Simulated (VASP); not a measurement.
## ZrC: single point with PBE

The system is ZrC.

```
Zr C
1.0
     0.00000    2.55314    1.99145
     2.55314    0.00000    1.99145
     2.55314    2.55314    0.00000
Zr C
1 1
Direct
  0.50000 0.50000 0.50000
  0.00000 0.00000 0.00000
```

This cell differs from its parent crystal: ratio of the length along z to the lengths across it x 0.78, volume and fractional coordinates fixed.

* Program: VASP 6.6.1
* Task: single point
* Functional: PBE
* Potentials or basis: VASP PAW PBE potentials, release 64 (Zr_sv, C)
* Cutoff: 520 eV
* k mesh: 20 × 20 × 20
* Occupations: gaussian, width 0.15 eV
* Spin: no spin polarisation
* Dipole correction: no
* Further INCAR settings: ALGO = Normal; EDIFF = 1e-07; NBANDS = 15

```yaml
Pressure: 26.8 GPa
Band_gap_on_the_k_mesh: zero (band 8 reaches 10.38 eV, above the bottom of band 9 at 8.23 eV)
```

Stress tensor (GPa, compression positive):
```
-17.07   0.00   0.00
  0.00 -17.07   0.00
  0.00   0.00 114.58
```

Levels at points of the mesh, in eV from the Fermi level:
```
           k point  band 4  band 5  band 6  band 7  band 8  band 9  band 10  band 11  band 12  band 13
(0.00, 0.00, 0.00)  -25.89  -11.61    0.14    0.14    0.44    0.44     0.92     1.22     2.22     2.67
(0.50, 0.00, 0.00)  -25.96   -7.87   -5.57   -3.81   -3.69    3.40     5.59     5.90     6.57     8.12
(0.50, 0.50, 0.00)  -26.40  -10.69   -2.31   -1.06   -1.06    0.36     4.74     5.09     5.09     8.98
(0.50, 0.00, 0.50)  -25.94  -10.71   -3.01   -1.48   -0.36    1.68     2.70     4.34     5.73     7.72
```

Wall time 63 s on 1 thread of Intel(R) Xeon(R) 6975P-C (Granite Rapids), on a shared host, peak memory 0.36 GiB.
